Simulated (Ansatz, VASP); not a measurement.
## Li3In: VASP beside Ansatz

```
Li In
1.0
     4.65767    0.00000    0.00000
    -2.32883    4.03366    0.00000
     0.00000    0.00000   17.00000
Li In
3 1
Direct
  0.00000 0.00000 0.58389
  0.66667 0.33333 0.47204
  0.33333 0.66667 0.52796
  0.00000 0.00000 0.41611
```

Alike in both runs: task single point; functional PBE; k mesh 6 × 6 × 1; occupations gaussian, width 0.1 eV; no spin polarisation.

|  | VASP | Ansatz |
| --- | --- | --- |
| version | VASP 6.6.1 | Ansatz 0.2.0 |
| potentials or method | VASP PAW PBE potentials, release 64 (Li_sv, In_d), cutoff 520 eV | scalar-relativistic, plane waves, PAW |
| valence electrons in the cell | 22 | 22 |

```tsv
	VASP	Ansatz	Ansatz less VASP
gap on the k mesh at the Fermi level (eV)	none	none	-
rms of the force components (eV/Å)	0.139	0.139	-0.0002
```

Atom by atom the forces differ by 0.001 eV/Å (rms over components). A gap of «none» marks a metal or a gap that the smearing closes. The functional is the same, so the differences come from potentials, cutoffs and numerics. Ansatz's warnings: slab cell height set.

Noted on VASP's run: the cutoff is under 1.25 times that of the potentials, so the pressure is a little rough.
